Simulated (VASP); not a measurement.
# AlCu3 (Fm-3m) in VASP: notebook, part 2 of 2

VASP 6.6.1. The steps go on from the part before.

### Step 3. Relaxation of cell and atoms, LDA

This run uses another cell than the first one, of 12.54 Å³/atom, 1.084 times its volume.

The input, INCAR:

```
ALGO = Normal
EDIFF = 1E-6
EDIFFG = -0.005
ENCUT = 600
GGA = CA
IBRION = 2
ISIF = 3
ISMEAR = 0
LASPH = T
LCHARG = F
LREAL = F
LWAVE = F
NELM = 80
NSW = 70
PREC = Accurate
SIGMA = 0.1
```

The input, KPOINTS:

```
k-points
0
Gamma
  12 12 12
```

The input, POSCAR:

```
AlCu3
1.0
    0.0000000000      2.9271909377      2.9271909377
    2.9271909377      0.0000000000      2.9271909377
    2.9271909377      2.9271909377      0.0000000000
Al Cu
1 3
Direct
    0.0000000000      0.0000000000      0.0000000000
    0.5000000000      0.5000000000      0.5000000000
    0.2500000000      0.2500000000      0.2500000000
    0.7500000000      0.7500000000      0.7500000000
```

Potentials or basis: VASP PAW LDA potentials, release 64 (Al, Cu).

On the command line:

```sh
$ cat potpaw_LDA.64/Al/POTCAR potpaw_LDA.64/Cu/POTCAR > POTCAR
$ mpirun -np 1 vasp_std > vasp.out
```

OUTCAR:

```text
EDIFF = 1E-6
   EDIFFG = -0.005
   ENCUT = 600
   GGA = CA
   IBRION = 2
   ISIF = 3
   ISMEAR = 0
   LASPH = T
   LREAL = F
   NELM = 80
   NSW = 70
   PREC = Accurate

 ion  position               nearest neighbor table
   1  0.000  0.000  0.000-   4 2.54   4 2.54   4 2.54   3 2.54   4 2.54   3 2.54   3 2.54   3 2.54
                             2 2.93   2 2.93   2 2.93   2 2.93   2 2.93   2 2.93
   2  0.500  0.500  0.500-   3 2.54   3 2.54   3 2.54   3 2.54   4 2.54   4 2.54   4 2.54   4 2.54
                             1 2.93   1 2.93   1 2.93   1 2.93   1 2.93   1 2.93
   3  0.250  0.250  0.250-   1 2.54   1 2.54   1 2.54   1 2.54   2 2.54   2 2.54   2 2.54   2 2.54

   4  0.750  0.750  0.750-   2 2.54   2 2.54   2 2.54   1 2.54   2 2.54   1 2.54   1 2.54   1 2.54

  LATTYP: Found a face centered cubic cell.
 ALAT       =     5.8543818754

  Lattice vectors:

 A1 = (   0.0000000000,   2.9271909377,   2.9271909377)
 A2 = (   2.9271909377,   0.0000000000,   2.9271909377)
 A3 = (   2.9271909377,   2.9271909377,   0.0000000000)

Analysis of symmetry for initial positions (statically):
=====================================================================
 Subroutine PRICEL returns:
 Original cell was already a primitive cell.

 Routine SETGRP: Setting up the symmetry group for a
 face centered cubic supercell.

 Subroutine GETGRP returns: Found 48 space group operations
[... 176 lines left out ...]
  Direction    XX          YY          ZZ          XY          YZ          ZX
  --------------------------------------------------------------------------------------
  -------------------------------------------------------------------------------------
  Total       -3.2692116     -3.2692116     -3.2692116      0.0000000     -0.0000000      0.0000000
  in kB     -104.4168212   -104.4168212   -104.4168212      0.0000000     -0.0000000      0.0000000
  external PRESSURE =    -104.4168212 kB  Pullay stress =       0.0000000 kB
[... 63 lines left out ...]
--------------------------------------- Ionic step        3  -------------------------------------------

 number of electron      35.9999983 magnetization

 Free energy of the ion-electron system (eV)
  ---------------------------------------------------
  ext. energy  EPLUGINS =         0.00000000
  ---------------------------------------------------
  free energy    TOTEN  =       -19.05602710 eV

  energy without entropy =      -19.05125226  energy(sigma->0) =      -19.05363968

 E-fermi :   8.9119     XC(G=0): -12.8318

 val. band max:        8.8836994409   @ k =   0.3333   0.2500   0.0833
 cond. band min:       8.9174479213   @ k =  -0.1667   0.1667   0.0000
 fundamental gap:      0.0337484803
 Fermi energy:         8.9119458360

 k-point     1 :       0.0000    0.0000    0.0000
  band No.  band energies     occupation
      1      -1.9438      2.00000
      2       3.9683      2.00000
      3       3.9683      2.00000
      4       4.0721      2.00000
      5       4.0721      2.00000
      6       4.0721      2.00000
[... 589 lines left out ...]
     21      14.1126      0.00000
     22      14.7953      0.00000

 [... further k-points ...]
[... 5 lines left out ...]
  --------------------------------------------------------------------------------------
  -------------------------------------------------------------------------------------
  Total        0.0174950      0.0174950      0.0174950     -0.0000000      0.0000000      0.0000000
  in kB        0.6032710      0.6032710      0.6032710     -0.0000000      0.0000000      0.0000000
  external PRESSURE =       0.6032710 kB  Pullay stress =       0.0000000 kB
[... 19 lines left out ...]
  FREE ENERGIE OF THE ION-ELECTRON SYSTEM (eV)
  ---------------------------------------------------
  free  energy   TOTEN  =       -19.0560271017 eV

  energy  without entropy=      -19.0512522646  energy(sigma->0) =      -19.05363968

 reached required accuracy - stopping structural energy minimisation
```

CONTCAR:

```text
AlCu3
   1.00000000000000
    -0.0000000000000000    2.8533886470201257    2.8533886470201262
     2.8533886470201257    0.0000000000000000    2.8533886470201262
     2.8533886470201257    2.8533886470201257    0.0000000000000000
  Al              Cu
     1     3
Direct
     0.0000000000000000    0.0000000000000000    0.0000000000000000
     0.5000000000000000    0.5000000000000000    0.5000000000000000
     0.2500000000000000    0.2500000000000000    0.2500000000000000
     0.7500000000000000    0.7500000000000000    0.7500000000000000

  0.00000000E+00  0.00000000E+00  0.00000000E+00
  0.00000000E+00  0.00000000E+00  0.00000000E+00
  0.00000000E+00  0.00000000E+00  0.00000000E+00
  0.00000000E+00  0.00000000E+00  0.00000000E+00
```

Run time: 1.8 min. Hardware: 1 thread of Intel Xeon 6975P-C (Granite Rapids), shared host; peak memory 0.23 GiB.

What came out:

* Free energy: -19.0560 eV
* Relaxed volume: 11.62 Å³/atom
* Relaxed cell: a = 4.035 Å, b = 4.035 Å, c = 4.035 Å, α = 60.00°, β = 60.00°, γ = 60.00°
* Space group after relaxing (to 0.05 Å): Fm-3m (No. 225)
* Energy gained by relaxing: 32.6 meV/atom
* Ionic steps: 3
* Pressure after relaxing: 0.1 GPa
* Band gap on the k mesh: zero (band 18 reaches 12.75 eV, above the bottom of band 19 at 6.73 eV)

Step by step:
```
step  energy change (eV)  largest force (eV/Å)  pressure (GPa)  volume (Å³)
   1              0.0000                0.0000          -10.44        50.16
   2             -0.0824                0.0000            8.20        44.46
   3             -0.1303                0.0000            0.06        46.46
```

Final structure:
```cif
data_structure
_symmetry_space_group_name_H-M 'P 1'
_symmetry_Int_Tables_number 1
_cell_length_a 4.0353
_cell_length_b 4.0353
_cell_length_c 4.0353
_cell_angle_alpha 60.000
_cell_angle_beta 60.000
_cell_angle_gamma 60.000
_cell_volume 46.46
loop_
_atom_site_label
_atom_site_type_symbol
_atom_site_fract_x
_atom_site_fract_y
_atom_site_fract_z
_atom_site_occupancy
Al1 Al 0.00000 0.00000 0.00000 1
Cu1 Cu 0.50000 0.50000 0.50000 1
Cu2 Cu 0.25000 0.25000 0.25000 1
Cu3 Cu 0.75000 0.75000 0.75000 1
```
